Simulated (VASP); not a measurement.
Set up this calculation in VASP 6.6.1, as the native input.

* Task: single point
* Functional: PBEsol
* Potentials or basis: VASP PAW PBE potentials, release 64 (K_sv, Br)
* Cutoff: 520 eV
* k mesh: 6 × 6 × 6
* Occupations: gaussian, width 0.05 eV
* Spin: no spin polarisation
* Dipole correction: no
* Further INCAR settings: ALGO = Normal; EDIFF = 1e-06; NBANDS = 15

The structure of KBr lies in POSCAR:

```
KBr
1.0
    0.0000000000      3.5368688720      3.1438834418
    3.5368688720      0.0000000000      3.1438834418
    3.5368688720      3.5368688720      0.0000000000
K Br
1 1
Direct
    0.0000000000      0.0000000000      0.0000000000
    0.5000000000      0.5000000000      0.5000000000
```

This cell differs from its parent crystal: strain +0.080 along x and y, -0.040 along z.

One way to write it, as run:

INCAR

```
SYSTEM = KBr
PREC = Accurate ; ENCUT = 520
EDIFF = 1E-6 ; ISMEAR = 0
SIGMA = 0.05 ; LREAL = .FALSE.
LASPH = .TRUE. ; NELM = 60
ALGO = Normal ; ISIF = 2
LWAVE = .FALSE. ; LCHARG = .FALSE.
GGA = PS ; NBANDS = 15
```

KPOINTS

```
regular mesh
0
G
  6 6 6
  0 0 0
```

Potentials or basis: VASP PAW PBE potentials, release 64 (K_sv, Br).

Command:

```sh
$ cat potpaw_PBE.64/K_sv/POTCAR potpaw_PBE.64/Br/POTCAR > POTCAR
$ mpirun -np 1 vasp_std > vasp.out
```

Results of the run:

* Pressure: -0.8 GPa
* Band gap on the k mesh: 4.05 eV, direct

Caveat: the cell differs from its parent crystal (strain +0.080 along x and y, -0.040 along z); the PAW data sets were made with another functional, which shifts forces and pressure a little.

It took 16 s on 1 thread of Intel(R) Xeon(R) 6975P-C (Granite Rapids) (shared host), peak memory 0.23 GiB.
